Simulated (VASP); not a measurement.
# ZnS (Cm) in VASP: further runs, part 2 of 2

VASP 6.6.1. The steps go on from the part before.

### 4 Single point, PBE

Contents of INCAR:

```
  ALGO = Normal
  EDIFF = 1E-7
  ENCUT = 520
  GGA = PE
  ISIF = 2
  ISMEAR = 0
  LASPH = True
  LCHARG = True
  LELF = True
  LREAL = False
  LVHAR = True
  LWAVE = False
  NBANDS = 16
  NELM = 80
  PREC = Accurate
  SIGMA = 0.05
```

Contents of KPOINTS:

```
k-points
0
Gamma
  10 10 10
```

Contents of POSCAR:

```
ZnS
1.0
    0.0000000000      2.7046500000      2.7046500000
    2.7046500000      0.0000000000      2.7046500000
    2.7046500000      2.7046500000      0.0000000000
Zn S
1 1
Direct
    0.0000000000      0.0000000000      0.0000000000
    0.7630720570      0.7500000000      0.7500000000
```

Started as:

```console
cat potpaw_PBE.64/Zn/POTCAR potpaw_PBE.64/S/POTCAR > POTCAR
mpirun -np 1 vasp_std > vasp.out
```

It took 4.6 min on 1 thread of Intel Xeon 8259CL, shared host; peak memory 0.29 GiB.

The run converged. Its results:

- Free energy: -6.8413 eV
- Pressure: 1.6 GPa
- Largest force: 0.291 eV/Å
- Band gap on the k mesh: 2.06 eV

Forces on the atoms (eV/Å):
```
Zn   0.029  0.205  0.205
S   -0.029 -0.205 -0.205
```

Stress tensor (GPa, compression positive):
```
1.65 0.81 0.81
0.81 1.61 0.11
0.81 0.11 1.61
```

Levels at points of the mesh, in eV from the valence-band top:
```csv
k point,band 7,band 8,band 9,band 10,band 11,band 12
"(0.00, 0.00, 0.00)",-0.09,-0.04,0.00,2.06,6.34,6.36
"(0.50, 0.00, 0.00)",-5.21,-0.93,-0.83,3.20,6.75,6.92
"(0.00, 0.50, 0.00)",-5.31,-0.98,-0.82,3.27,6.74,7.04
"(0.50, 0.50, 0.50)",-5.41,-0.97,-0.87,3.33,6.86,7.03
"(0.50, 0.50, 0.00)",-4.58,-2.26,-2.23,3.36,4.04,10.91
"(0.00, 0.50, 0.50)",-4.59,-2.25,-2.24,3.37,4.03,10.92
```

Caveat: the cell differs from its parent crystal (all S atoms moved -0.050 Å, as atom 2 towards its neighbour atom 2 (S) at 3.825 Å).

### 5 Single point, PBE

Contents of INCAR:

```
  PREC = Accurate
  ENCUT = 520
  EDIFF = 1E-6
  ISMEAR = 0
  SIGMA = 0.05
  LREAL = F
  LASPH = T
  NELM = 80
  ALGO = Normal
  ISIF = 2
  LWAVE = F
  LCHARG = T
  GGA = PE
  LELF = T
  LVHAR = T
  NBANDS = 16
```

Contents of KPOINTS:

```
regular mesh
0
Gamma
  10 10 10
```

POSCAR: that of step 4 with these lines changed.

```diff
@@ -9,2 +9,2 @@
     0.0000000000      0.0000000000      0.0000000000
-    0.7630720570      0.7500000000      0.7500000000
+    0.7434639715      0.7500000000      0.7500000000
```

Started as:

```console
cat potpaw_PBE.64/Zn/POTCAR potpaw_PBE.64/S/POTCAR > POTCAR
mpirun -np 1 vasp_std > vasp.out
```

Wall time 2.8 min (1 thread of Intel Xeon 8259CL, shared host); peak memory 0.3 GiB.

The run converged. Its results:

* Free energy: -6.8467 eV
* Pressure: 1.6 GPa
* Largest force: 0.144 eV/Å
* Band gap on the k mesh: 2.08 eV

Forces on the atoms (eV/Å):
```
Zn   0.007 -0.102 -0.102
S   -0.007  0.102  0.102
```

Stress tensor (GPa, compression positive):
```
 1.56 -0.41 -0.41
-0.41  1.55  0.03
-0.41  0.03  1.55
```

Levels at points of the mesh, in eV from the valence-band top:
| k point | band 6 | band 7 | band 8 | band 9 | band 10 | band 11 | band 12 | band 13 |
| --- | --- | --- | --- | --- | --- | --- | --- | --- |
| (0.00, 0.00, 0.00) | -5.85 | -0.04 | -0.02 | 0.00 | 2.08 | 6.37 | 6.38 | 6.39 |
| (0.50, 0.00, 0.00) | -5.66 | -5.34 | -0.92 | -0.87 | 3.32 | 6.89 | 6.98 | 8.87 |
| (0.00, 0.50, 0.00) | -5.65 | -5.29 | -0.92 | -0.84 | 3.28 | 6.83 | 6.98 | 8.84 |
| (0.50, 0.50, 0.50) | -5.65 | -5.24 | -0.90 | -0.85 | 3.25 | 6.84 | 6.92 | 8.82 |
| (0.50, 0.50, 0.00) | -5.64 | -4.57 | -2.24 | -2.22 | 3.39 | 4.06 | 10.94 | 11.90 |
| (0.00, 0.50, 0.50) | -5.64 | -4.57 | -2.23 | -2.23 | 3.39 | 4.05 | 10.94 | 11.93 |

Caveat: the cell differs from its parent crystal (all S atoms moved +0.025 Å, as atom 2 towards its neighbour atom 2 (S) at 3.825 Å).

### 6 Single point, PBE

Contents of INCAR:

```
  ALGO = Normal
  EDIFF = 1E-6
  ENCUT = 520
  GGA = PE
  ISIF = 2
  ISMEAR = 0
  LASPH = True
  LCHARG = True
  LELF = True
  LREAL = False
  LVHAR = True
  LWAVE = False
  NBANDS = 16
  NELM = 60
  PREC = Accurate
  SIGMA = 0.05
```

Contents of KPOINTS:

```
k-points
0
Gamma
  10 10 10
```

POSCAR: that of step 5 with these lines changed.

```diff
@@ -9,2 +9,2 @@
     0.0000000000      0.0000000000      0.0000000000
-    0.7434639715      0.7500000000      0.7500000000
+    0.7271239002      0.7500000000      0.7500000000
```

Potentials or basis: VASP PAW PBE potentials, release 64 (Zn, S).

Started as:

```console
cat potpaw_PBE.64/Zn/POTCAR potpaw_PBE.64/S/POTCAR > POTCAR
mpirun -np 1 vasp_std > vasp.out
```

OUTCAR:

```text
EDIFF = 1E-6
   ENCUT = 520
   GGA = PE
   ISIF = 2
   ISMEAR = 0
   LASPH = True
   LREAL = False
   NELM = 60
   PREC = Accurate

 ion  position               nearest neighbor table
   1  0.000  0.000  0.000-   2 2.27   2 2.34   2 2.34   2 2.41
   2  0.727  0.750  0.750-   1 2.27   1 2.34   1 2.34   1 2.41

  LATTYP: Found a face centered cubic cell.
 ALAT       =     5.4093000000

  Lattice vectors:

 A1 = (   0.0000000000,   2.7046500000,   2.7046500000)
 A2 = (   2.7046500000,   0.0000000000,   2.7046500000)
 A3 = (   2.7046500000,   2.7046500000,   0.0000000000)

Analysis of symmetry for initial positions (statically):
=====================================================================
 Subroutine PRICEL returns:
 Original cell was already a primitive cell.

 Routine SETGRP: Setting up the symmetry group for a
 face centered cubic supercell.

 Subroutine GETGRP returns: Found  2 space group operations
 (whereof  2 operations were pure point group operations)
 out of a pool of 48 trial point group operations.

The static configuration has the point symmetry C_1h.

Analysis of symmetry for dynamics (positions and initial velocities):
=====================================================================
 Subroutine PRICEL returns:
 Original cell was already a primitive cell.

 Routine SETGRP: Setting up the symmetry group for a
 face centered cubic supercell.

 Subroutine GETGRP returns: Found  2 space group operations
 (whereof  2 operations were pure point group operations)
 out of a pool of 48 trial point group operations.

The dynamic configuration has the point symmetry C_1h.

 Subroutine INISYM returns: Found  2 space group operations
 (whereof  2 operations are pure point group operations),
 and found     1 'primitive' translations

----------------------------------------------------------------------------------------

                                     Primitive cell

  volume of cell :      39.5697

  direct lattice vectors                    reciprocal lattice vectors
     0.000000000  2.704650000  2.704650000    -0.184866803  0.184866803  0.184866803
     2.704650000  0.000000000  2.704650000     0.184866803 -0.184866803  0.184866803
     2.704650000  2.704650000  0.000000000     0.184866803  0.184866803 -0.184866803

  length of vectors
     3.824952711  3.824952711  3.824952711     0.320198696  0.320198696  0.320198696

  position of ions in fractional coordinates (direct lattice)
     0.000000000  0.000000000  0.000000000
     0.727123900  0.750000000  0.750000000

  ion indices of the primitive-cell ions
   primitive index   ion index
                 1           1
                 2           2

----------------------------------------------------------------------------------------

 KPOINTS: k-points

Automatic generation of k-mesh.
 Grid dimensions read from file:
 generate k-points for:   10   10   10

 Generating k-lattice:

  Cartesian coordinates                     Fractional coordinates (reciprocal lattice)
    -0.018486680  0.018486680  0.018486680     0.100000000  0.000000000  0.000000000
     0.018486680 -0.018486680  0.018486680     0.000000000  0.100000000  0.000000000
     0.018486680  0.018486680 -0.018486680     0.000000000  0.000000000  0.100000000

  Length of vectors
     0.032019870  0.032019870  0.032019870

  Shift w.r.t. Gamma in fractional coordinates (k-lattice)
     0.000000000  0.000000000  0.000000000

 Subroutine IBZKPT returns following result:
 ===========================================

 Found    282 irreducible k-points:

 Following reciprocal coordinates:
            Coordinates               Weight
  0.000000  0.000000  0.000000      1.000000
  0.100000  0.000000  0.000000      2.000000
  0.000000  0.100000  0.000000      4.000000
  0.100000  0.100000  0.100000      2.000000
  0.200000  0.000000  0.000000      2.000000
  0.000000  0.200000  0.000000      4.000000
[... 16 lines left out ...]
  0.200000  0.100000  0.200000      4.000000
  0.100000 -0.100000 -0.100000      2.000000
 [... further k-points ...]
   k-points           NKPTS =    282   k-points in BZ     NKDIM =    282   number of bands    NBANDS=     16
   number of dos      NEDOS =    301   number of ions     NIONS =      2
   total plane-waves  NPLWV =  21952
   dimension x,y,z NGX =    28 NGY =   28 NGZ =   28
   dimension x,y,z NGXF=    56 NGYF=   56 NGZF=   56
   ions per type =               1   1
   NGX,Y,Z   is equivalent  to a cutoff of  12.17, 12.17, 12.17 a.u.
   NGXF,Y,Z  is equivalent  to a cutoff of  24.34, 24.34, 24.34 a.u.
 SYSTEM =  unknown system
   PREC   = accura    normal or accurate (medium, high low for compatibility)
   ISTART =      0    job   : 0-new  1-cont  2-samecut
   ICHARG =      2    charge: 1-file 2-atom 10-const
   ISPIN  =      1    spin polarized calculation?
   LNONCOLLINEAR =      F non collinear calculations
   LSORBIT =      F    spin-orbit coupling
   LASPH  =      T    aspherical Exc in radial PAW
   ENCUT  =  520.0 eV  38.22 Ry    6.18 a.u.   7.11  7.11  7.11*2*pi/ulx,y,z
   NELM   =     60;   NELMIN=  2; NELMDL= -5     # of ELM steps
   EDIFF  = 0.1E-05   stopping-criterion for ELM
   LREAL  =      F    real-space projection
   EDIFFG = 0.1E-04   stopping-criterion for IOM
   NSW    =      0    number of steps for IOM
   IBRION =     -1    ionic relax: 0-MD 1-quasi-New 2-CG
   NFREE  =      0    steps in history (QN), initial steepest desc. (CG)
   ISIF   =      2    stress and relaxation
   ISYM   =      2    0-nonsym 1-usesym 2-fastsym
   POTIM  = 0.5000    time-step for ionic-motion
   TEBEG  =    0.0;   TEEND  =   0.0 temperature during run
   PSTRESS=    0.0 pullay stress
   NELECT =      18.0000    total number of electrons
   NUPDOWN=      -1.0000    fix difference up-down
   EMIN   =  10.00;   EMAX   =-10.00  energy-range for DOS
   EFERMI =   0.00;   METHOD = LEGACY
   ISMEAR =     0;   SIGMA  =   0.05  broadening in eV -4-tet -1-fermi 0-gaus
   EFERMI_NEDOS =   21; number of points for ismear=-14 and -15
   IALGO  =     38    algorithm
   IMIX   =      4    mixing-type and parameters
     AMIX     =   0.40;   BMIX     =  1.00
     AMIX_MAG =   1.60;   BMIX_MAG =  1.00
  volume/ion in A,a.u.               =      19.78       133.51
  Fermi-wavevector in a.u.,A,eV,Ry     =   1.259055  2.379268 21.568210  1.585219
  Thomas-Fermi vector in A             =   2.392634
   LORBIT       =      0    0 simple, 1 ext, 2 COOP (PROOUT), +10 PAW based schemes
   GGA     = PE    functional components
   LHFCALC =     F    Hartree Fock is set to
   AEXX    =    0.0000 exact exchange contribution
   IVDW    =     0    specifies the selected vdW correction
   LEPSILON=     F    determine dielectric tensor
   LRPA    =     F    only Hartree local field effects (RPA)
 non-spin polarized calculation
 Gauss-broadening in eV      SIGMA  =   0.05
  energy-cutoff  :      520.00
  volume of cell :       39.57
 maximum number of plane-waves:      1090
   NGX = 15   NGY = 15   NGZ = 15

 number of electron      17.9999999 magnetization

 Free energy of the ion-electron system (eV)
  ---------------------------------------------------
  ext. energy  EPLUGINS =         0.00000000
  ---------------------------------------------------
  free energy    TOTEN  =        -6.82631763 eV

  energy without entropy =       -6.82631763  energy(sigma->0) =       -6.82631763

 E-fermi :   2.4107     XC(G=0):  -9.6163

 val. band max:        2.1417983690   @ k =   0.0000   0.0000   0.0000
 cond. band min:       4.1851140315   @ k =   0.0000   0.0000   0.0000
 fundamental gap:      2.0433156625
 Fermi energy:         2.4107013620

 k-point     1 :       0.0000    0.0000    0.0000
  band No.  band energies     occupation
      1     -11.0479      2.00000
      2      -4.3249      2.00000
      3      -4.2623      2.00000
      4      -4.1987      2.00000
      5      -3.7674      2.00000
      6      -3.7662      2.00000
[... 8 lines left out ...]
     15      13.8350      0.00000
     16      13.9116      0.00000
[... 419 lines left out ...]
 k-point    24 :       0.1000   -0.1000   -0.1000
  band No.  band energies     occupation
      1     -10.7789      2.00000
      2      -4.3227      2.00000
      3      -4.1912      2.00000
      4      -4.1568      2.00000
      5      -3.7888      2.00000
      6      -3.7560      2.00000
[... 8 lines left out ...]
     15      13.7602      0.00000
     16      15.4892      0.00000

 [... further k-points ...]

------------------------ aborting loop because EDIFF is reached ----------------------------------------

  FORCE on cell =-STRESS in cart. coord.  units (eV):
  Direction    XX          YY          ZZ          XY          YZ          ZX
  --------------------------------------------------------------------------------------
  -------------------------------------------------------------------------------------
  Total        0.4649161      0.4321597      0.4321597     -0.3552931      0.0802462     -0.3552930
  in kB       18.8244357     17.4981317     17.4981317    -14.3858039      3.2491649    -14.3858013
  external PRESSURE =      17.9402330 kB  Pullay stress =       0.0000000 kB

 VOLUME and BASIS-vectors are now :
 -----------------------------------------------------------------------------
  energy-cutoff  :      520.00
  volume of cell :       39.57
      direct lattice vectors                 reciprocal lattice vectors
     0.000000000  2.704650000  2.704650000    -0.184866803  0.184866803  0.184866803
     2.704650000  0.000000000  2.704650000     0.184866803 -0.184866803  0.184866803
     2.704650000  2.704650000  0.000000000     0.184866803  0.184866803 -0.184866803

 POSITION                                       TOTAL-FORCE (eV/Angst)
 -----------------------------------------------------------------------------------
      0.00000      0.00000      0.00000         0.088297     -0.361441     -0.361441
      4.05697      3.99510      3.99510        -0.088297      0.361441      0.361441
 -----------------------------------------------------------------------------------
    total drift:                                0.000016     -0.000017     -0.000017

  FREE ENERGIE OF THE ION-ELECTRON SYSTEM (eV)
  ---------------------------------------------------
  free  energy   TOTEN  =        -6.8263176292 eV

  energy  without entropy=       -6.8263176292  energy(sigma->0) =       -6.82631763
```

OSZICAR:

```text
N       E                     dE             d eps       ncg     rms          rms(c)
DAV:   1     0.888400107791E+02    0.88840E+02   -0.89389E+03  9072   0.135E+03
DAV:   2    -0.148767606979E+01   -0.90328E+02   -0.84499E+02 10264   0.258E+02
DAV:   3    -0.719797351109E+01   -0.57103E+01   -0.56864E+01 11312   0.636E+01
DAV:   4    -0.725755013542E+01   -0.59577E-01   -0.59564E-01 10984   0.672E+00
DAV:   5    -0.725825032921E+01   -0.70019E-03   -0.70018E-03 11624   0.698E-01    0.689E+00
DAV:   6    -0.684707609533E+01    0.41117E+00   -0.74414E-01 13816   0.302E+01    0.538E+00
DAV:   7    -0.682666119836E+01    0.20415E-01   -0.25308E-01 11104   0.453E+00    0.273E+00
DAV:   8    -0.682591005635E+01    0.75114E-03   -0.51849E-03 11744   0.874E-01    0.719E-01
DAV:   9    -0.682615376297E+01   -0.24371E-03   -0.12653E-03 11320   0.285E-01    0.993E-02
DAV:  10    -0.682632507693E+01   -0.17131E-03   -0.22967E-04 11392   0.122E-01    0.481E-02
DAV:  11    -0.682631710333E+01    0.79736E-05   -0.28309E-05 10280   0.603E-02    0.789E-03
DAV:  12    -0.682631762924E+01   -0.52590E-06   -0.34781E-06 12088   0.193E-02
   1 F= -.68263176E+01 E0= -.68263176E+01  d E =-.774582E-17
```

stdout:

```text
POSCAR found type information on POSCAR ZnS
 POSCAR found :  2 types and       2 ions
 scaLAPACK will be used
 LDA part: xc-table for (Slater+PW92), standard interpolation
 POSCAR, INCAR and KPOINTS ok, starting setup
 FFT: planning ... GRIDC
 FFT: planning ... GRID_SOFT
 FFT: planning ... GRID
 WAVECAR not read
 entering main loop
```

It took 2.6 min on 1 thread of Intel Xeon 8259CL, shared host; peak memory 0.3 GiB.

Results:

* Free energy: -6.8263 eV
* Pressure: 1.8 GPa
* Largest force: 0.519 eV/Å
* Band gap on the k mesh: 2.04 eV

Forces in eV/Å, atoms in the order of the input:
```
Zn   0.088 -0.361 -0.361
S   -0.088  0.361  0.361
```

Stress tensor (GPa, compression positive):
```
 1.88 -1.44 -1.44
-1.44  1.75  0.32
-1.44  0.32  1.75
```

Caveat: the cell differs from its parent crystal (all S atoms moved +0.087 Å, as atom 2 towards its neighbour atom 2 (S) at 3.825 Å).

### 7 The runs side by side

```csv
cell,gap on the mesh (eV),pressure (GPa),largest force (eV/Å)
"as given, atomic positions A",2.04,1.9,0.60
"as given, atomic positions B",2.05,1.7,0.44
"as given, atomic positions C",2.06,1.6,0.29
"as given, atomic positions D",2.08,1.6,0.14
"as given, atomic positions E",2.04,1.8,0.52
```

Alike in all rows: task single point; level PBE; potentials or basis VASP PAW PBE potentials, release 64 (Zn, S); no spin polarisation; k mesh 10 × 10 × 10; cutoff (eV) 520; smearing gaussian 0.05 eV.

Total energies depend on the potentials used, so only differences within one code and one set of settings carry meaning.
